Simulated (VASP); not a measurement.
Here is a VASP 6.6.1 calculation.

File INCAR:

```
ALGO     = Normal         # electronic algorithm
EDIFF    = 1E-6           # SCF threshold, eV
ENCUT    = 600            # plane-wave cutoff, eV
GGA      = PE             # functional
GGA_COMPAT= F            
ISIF     = 2              # what is computed and relaxed
ISMEAR   = 0              # smearing method
LASPH    = T              # aspherical terms in the spheres
LCHARG   = F              # write CHGCAR
LREAL    = F              # projectors in reciprocal space
LWAVE    = F              # write WAVECAR
NBANDS   = 49             # bands
NELM     = 120            # most SCF steps
PREC     = Accurate       # precision mode
SIGMA    = 0.1            # smearing width, eV
```

KPOINTS

```
k-points
0
Gamma
  6 6 6
```

The input POSCAR:

```
Ba2ZnCu2Se2O2
1.0
   -2.1028950000      2.1028950000      9.5103500000
    2.1028950000     -2.1028950000      9.5103500000
    2.1028950000      2.1028950000     -9.5103500000
Ba Zn Cu Se O
2 1 2 2 2
Direct
    0.0906600000      0.0906600000      0.0000000000
    0.9093400000      0.9093400000      0.0000000000
    0.5000000000      0.5000000000      0.0000000000
    0.7500000000      0.2500000000      0.5000000000
    0.2500000000      0.7500000000      0.5000000000
    0.6746560000      0.6746560000      0.0000000000
    0.3253440000      0.3253440000      0.0000000000
    0.0000000000      0.5000000000      0.5000000000
    0.5000000000      0.0000000000      0.5000000000
```

Potentials or basis: VASP PAW PBE potentials, release 64 (Ba_sv, Zn, Cu, Se, O).

Command:

```bash
$ cat potpaw_PBE.64/Ba_sv/POTCAR potpaw_PBE.64/Zn/POTCAR potpaw_PBE.64/Cu/POTCAR potpaw_PBE.64/Se/POTCAR potpaw_PBE.64/O/POTCAR > POTCAR
$ mpirun -np 1 vasp_std > vasp.out
```

**Question.** Estimate the largest force.

**Answer.** 0.568 eV/Å.

**Question.** Predict the band gap on the k mesh.

**Answer.** 0.16 eV.

**Question.** What does it give for the pressure?

**Answer.** 1.5 GPa.

Forces on the atoms (eV/Å):
```
Ba   0.000  0.000  0.568
Ba   0.000  0.000 -0.568
Zn   0.000  0.000  0.000
Cu   0.000  0.000  0.000
Cu   0.000  0.000  0.000
Se   0.000  0.000  0.174
Se   0.000  0.000 -0.174
O    0.000  0.000  0.000
O    0.000  0.000  0.000
```

Caveat: spin-orbit coupling is left out, which moves the levels of the heavy elements. A k mesh can miss the band edges.
